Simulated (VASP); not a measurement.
# CaO (Fm-3m) in VASP: a series of runs, part 2 of 2

VASP 6.6.1. Earlier steps stand in the parts before.

## 3. Relaxation of cell and atoms, PBEsol

This run uses another cell than the first one, of 14.09 Å³/atom.

File INCAR:

```
SYSTEM = CaO
PREC = Accurate
ENCUT = 600
EDIFF = 1E-6
ISMEAR = 0
SIGMA = 0.02
LREAL = .False.
LASPH = .True.
NELM = 100
ALGO = Normal
ISIF = 3
LWAVE = .False.
LCHARG = .False.
GGA = PS
IBRION = 2
NSW = 70
EDIFFG = -0.005
```

File KPOINTS:

```
regular mesh
0
Gamma
  8 8 8
  0 0 0
```

File POSCAR:

```
CaO
1.0
    0.0000000000      2.4150559802      2.4150559802
    2.4150559802      0.0000000000      2.4150559802
    2.4150559802      2.4150559802      0.0000000000
Ca O
1 1
Direct
    0.0000000000      0.0000000000      0.0000000000
    0.5000000000      0.5000000000      0.5000000000
```

Potentials or basis: VASP PAW PBE potentials, release 64 (Ca_sv, O).

On the command line:

```sh
$ cat potpaw_PBE.64/Ca_sv/POTCAR potpaw_PBE.64/O/POTCAR > POTCAR
$ mpirun -np 1 vasp_std > vasp.out
```

OUTCAR:

```text
SYSTEM = CaO
   PREC = Accurate
   ENCUT = 600
   EDIFF = 1E-6
   ISMEAR = 0
   LREAL = .False.
   LASPH = .True.
   NELM = 100
   ISIF = 3
   GGA = PS
   IBRION = 2
   NSW = 70
   EDIFFG = -0.005

 ion  position               nearest neighbor table
   1  0.000  0.000  0.000-   2 2.42   2 2.42   2 2.42   2 2.42   2 2.42   2 2.42
   2  0.500  0.500  0.500-   1 2.42   1 2.42   1 2.42   1 2.42   1 2.42   1 2.42

  LATTYP: Found a face centered cubic cell.
 ALAT       =     4.8301119604

  Lattice vectors:

 A1 = (   0.0000000000,   2.4150559802,   2.4150559802)
 A2 = (   2.4150559802,   0.0000000000,   2.4150559802)
 A3 = (   2.4150559802,   2.4150559802,   0.0000000000)

Analysis of symmetry for initial positions (statically):
=====================================================================
 Subroutine PRICEL returns:
 Original cell was already a primitive cell.

 Routine SETGRP: Setting up the symmetry group for a
 face centered cubic supercell.

 Subroutine GETGRP returns: Found 48 space group operations
 (whereof 48 operations were pure point group operations)
 out of a pool of 48 trial point group operations.

The static configuration has the point symmetry O_h .

Analysis of symmetry for dynamics (positions and initial velocities):
=====================================================================
 Subroutine PRICEL returns:
 Original cell was already a primitive cell.

 Routine SETGRP: Setting up the symmetry group for a
 face centered cubic supercell.

 Subroutine GETGRP returns: Found 48 space group operations
 (whereof 48 operations were pure point group operations)
 out of a pool of 48 trial point group operations.

The dynamic configuration has the point symmetry O_h .

 Subroutine INISYM returns: Found 48 space group operations
 (whereof 48 operations are pure point group operations),
 and found     1 'primitive' translations

----------------------------------------------------------------------------------------
[... 135 lines left out ...]

 Free energy of the ion-electron system (eV)
  ---------------------------------------------------
  ext. energy  EPLUGINS =         0.00000000
  ---------------------------------------------------
  free energy    TOTEN  =       -13.40368698 eV

  energy without entropy =      -13.40368698  energy(sigma->0) =      -13.40368698

------------------------ aborting loop because EDIFF is reached ----------------------------------------

  FORCE on cell =-STRESS in cart. coord.  units (eV):
  Direction    XX          YY          ZZ          XY          YZ          ZX
  --------------------------------------------------------------------------------------
  -------------------------------------------------------------------------------------
  Total       -0.6490941     -0.6490941     -0.6490941     -0.0000000     -0.0000000      0.0000000
  in kB      -36.9153224    -36.9153224    -36.9153224     -0.0000000     -0.0000000      0.0000000
  external PRESSURE =     -36.9153224 kB  Pullay stress =       0.0000000 kB
[... 59 lines left out ...]
--------------------------------------- Ionic step        3  -------------------------------------------

 number of electron      15.9999997 magnetization

 Free energy of the ion-electron system (eV)
  ---------------------------------------------------
  ext. energy  EPLUGINS =         0.00000000
  ---------------------------------------------------
  free energy    TOTEN  =       -13.41511658 eV

  energy without entropy =      -13.41511658  energy(sigma->0) =      -13.41511658

 E-fermi :   2.5165     XC(G=0): -10.8354

 val. band max:        2.3067117924   @ k =   0.0000   0.0000   0.0000
 cond. band min:       5.8326838997   @ k =   0.5000   0.5000   0.0000
 fundamental gap:      3.5259721073
 Fermi energy:         2.5165010557

 k-point     1 :       0.0000    0.0000    0.0000
  band No.  band energies     occupation
      1     -34.9979      2.00000
      2     -15.8240      2.00000
      3     -15.8240      2.00000
      4     -15.8240      2.00000
      5     -13.1765      2.00000
      6       2.3067      2.00000
      7       2.3067      2.00000
      8       2.3067      2.00000
      9       7.0332      0.00000
     10       8.5475      0.00000
     11       8.5475      0.00000
     12       8.5475      0.00000
[... 331 lines left out ...]
 k-point    24 :      -0.3750    0.2500    0.1250
  band No.  band energies     occupation
      1     -34.8630      2.00000
      2     -16.8227      2.00000
      3     -16.0888      2.00000
      4     -15.9626      2.00000
      5     -12.1620      2.00000
      6       0.1820      2.00000
      7       1.1411      2.00000
      8       1.2075      2.00000
      9       9.0900      0.00000
     10       9.1533      0.00000
     11      11.2112      0.00000
     12      11.4047      0.00000

 [... further k-points ...]

------------------------ aborting loop because EDIFF is reached ----------------------------------------

  FORCE on cell =-STRESS in cart. coord.  units (eV):
  Direction    XX          YY          ZZ          XY          YZ          ZX
  --------------------------------------------------------------------------------------
  -------------------------------------------------------------------------------------
  Total        0.0006936      0.0006936      0.0006936      0.0000000      0.0000000      0.0000000
  in kB        0.0408401      0.0408401      0.0408401      0.0000000      0.0000000      0.0000000
  external PRESSURE =       0.0408401 kB  Pullay stress =       0.0000000 kB
[... 17 lines left out ...]
  FREE ENERGIE OF THE ION-ELECTRON SYSTEM (eV)
  ---------------------------------------------------
  free  energy   TOTEN  =       -13.4151165832 eV

  energy  without entropy=      -13.4151165832  energy(sigma->0) =      -13.41511658

 reached required accuracy - stopping structural energy minimisation
```

OSZICAR:

```text
N       E                     dE             d eps       ncg     rms          rms(c)
DAV:   1     0.143690943155E+03    0.14369E+03   -0.94076E+03   696   0.152E+03
DAV:   2    -0.720874010022E+01   -0.15090E+03   -0.14301E+03   824   0.357E+02
DAV:   3    -0.146346494842E+02   -0.74259E+01   -0.73656E+01   856   0.810E+01
[... 26 lines left out ...]
DAV:   4    -0.134149806731E+02    0.30784E-03   -0.27241E-03  1100   0.486E-01    0.461E-02
DAV:   5    -0.134149921768E+02   -0.11504E-04   -0.25215E-05   864   0.594E-02    0.436E-02
DAV:   6    -0.134151087494E+02   -0.11657E-03   -0.12706E-04  1112   0.693E-02    0.193E-02
DAV:   7    -0.134151167389E+02   -0.79895E-05   -0.23476E-05  1128   0.433E-02    0.299E-03
DAV:   8    -0.134151165832E+02    0.15567E-06   -0.45664E-07   448   0.674E-03
   3 F= -.13415117E+02 E0= -.13415117E+02  d E =-.114296E-01
```

CONTCAR:

```text
CaO
   1.00000000000000
    -0.0000000000000000    2.3872872734971895    2.3872872734971895
     2.3872872734971895   -0.0000000000000000    2.3872872734971895
     2.3872872734971895    2.3872872734971895    0.0000000000000000
  Ca              O
     1     1
Direct
     0.0000000000000000    0.0000000000000000    0.0000000000000000
     0.5000000000000000    0.5000000000000000    0.5000000000000000

  0.00000000E+00  0.00000000E+00  0.00000000E+00
  0.00000000E+00  0.00000000E+00  0.00000000E+00
```

Run time: 24 s. Hardware: 1 thread of Intel Xeon Platinum 8488C (Sapphire Rapids), shared host; peak memory 0.17 GiB.

Results:

```
Free energy                           : -13.4151 eV
Relaxed volume                        : 13.61 Å³/atom
Relaxed cell                          : a = 3.376 Å, b = 3.376 Å, c = 3.376 Å, α = 60.00°, β = 60.00°, γ = 60.00°
Space group after relaxing (to 0.1 Å) : Fm-3m (No. 225)
Energy gained by relaxing             : 5.7 meV/atom
Ionic steps                           : 3
Pressure after relaxing               : 0.0 GPa
Band gap on the k mesh                : 3.53 eV (least direct gap 3.90 eV)
```

The path:
```tsv
step	energy change (eV)	largest force (eV/Å)	pressure (GPa)	volume (Å³)
1	0.0000	0.0000	-3.69	28.17
2	-0.0098	0.0000	1.51	26.87
3	-0.0114	0.0000	0.00	27.21
```

Final structure:
```
CELL_PARAMETERS angstrom
0.00000 2.38729 2.38729
2.38729 0.00000 2.38729
2.38729 2.38729 0.00000
ATOMIC_POSITIONS crystal
Ca 0.00000 0.00000 0.00000
O 0.50000 0.50000 0.50000
```

Caveat: the PAW data sets were made with another functional, which shifts forces and pressure a little. A k mesh can miss the band edges.
